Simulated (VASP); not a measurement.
Write the native input for VASP 6.6.1 that does the following.

| Quantity | Value |
| --- | --- |
| Task | single point |
| Functional | LDA |
| Potentials or basis | VASP PAW LDA potentials, release 64 (Ba_sv, S) |
| Cutoff | 520 eV |
| k mesh | 7 × 7 × 7 |
| Occupations | fermi-dirac, width 0.05 eV |
| Spin | no spin polarisation |
| Dipole correction | no |
| Further INCAR settings | ALGO = Normal; EDIFF = 1e-06; NBANDS = 15 |

The structure of BaS lies in POSCAR:

```
BaS
1.0
    0.0000000000      3.2563884516      3.2563884516
    3.2563884516      0.0000000000      3.2563884516
    3.2563884516      3.2563884516      0.0000000000
Ba S
1 1
Direct
    0.0000000000      0.0000000000      0.0000000000
    0.5000000000      0.5000000000      0.5000000000
```

One way to write it, as run:

INCAR

```
SYSTEM = BaS
  PREC = Accurate
  ENCUT = 520
  EDIFF = 1E-6
  ISMEAR = -1
  SIGMA = 0.05
  LREAL = .False.
  LASPH = .True.
  NELM = 100
  ALGO = Normal
  ISIF = 2
  LWAVE = .False.
  LCHARG = .True.
  GGA = CA
  LELF = .True.
  LVHAR = .True.
  NBANDS = 15
```

KPOINTS

```
Automatic mesh
0
Gamma
  7 7 7
  0 0 0
```

Potentials or basis: VASP PAW LDA potentials, release 64 (Ba_sv, S).

Run with:

```console
$ cat potpaw_LDA.64/Ba_sv/POTCAR potpaw_LDA.64/S/POTCAR > POTCAR
$ mpirun -np 1 vasp_std > vasp.out
```

It gave:

| Property | Result |
| --- | --- |
| Pressure | -4.0 GPa |
| Band gap on the k mesh | 2.05 eV, indirect (least direct gap 2.23 eV) |

Caveat: spin-orbit coupling is left out, which moves the levels of the heavy elements.

It took 11 s on 1 thread of Intel(R) Xeon(R) 6975P-C (Granite Rapids), on a shared host, peak memory 0.17 GiB.
